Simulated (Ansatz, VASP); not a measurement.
## TiAl3: VASP beside Ansatz

```
Ti Al
1.0
    -1.91111    1.91111    4.28067
     1.91111   -1.91111    4.28067
     1.91111    1.91111   -4.28067
Ti Al
1 3
Direct
  0.00000 0.00000 0.00000
  0.50000 0.50000 0.00000
  0.75000 0.25000 0.50000
  0.25000 0.75000 0.50000
```

Alike in both runs: task single point; functional PBEsol; k mesh 6 × 6 × 6; occupations gaussian, width 0.1 eV; no spin polarisation.

|  | VASP | Ansatz |
| --- | --- | --- |
| version | VASP 6.6.1 | Ansatz 0.2.0 |
| potentials or method | VASP PAW PBE potentials, release 64 (Ti_sv, Al), cutoff 520 eV | scalar-relativistic, plane waves, PAW |
| valence electrons in the cell | 21 | 21 |

```csv
,VASP,Ansatz,Ansatz less VASP
gap on the k mesh at the Fermi level (eV),none,none,-
pressure (GPa),-0.4,-0.5,-0.12
"traceless stress, the component that is largest in VASP (GPa)",0.18,0.20,+0.015
```

VASP's potentials were made for PBE, not for PBEsol, and Ansatz warns of the same on its side. A gap of «none» marks a metal or a gap that the smearing closes.

The k mesh is coarse, so the values compare programs but aren't converged.
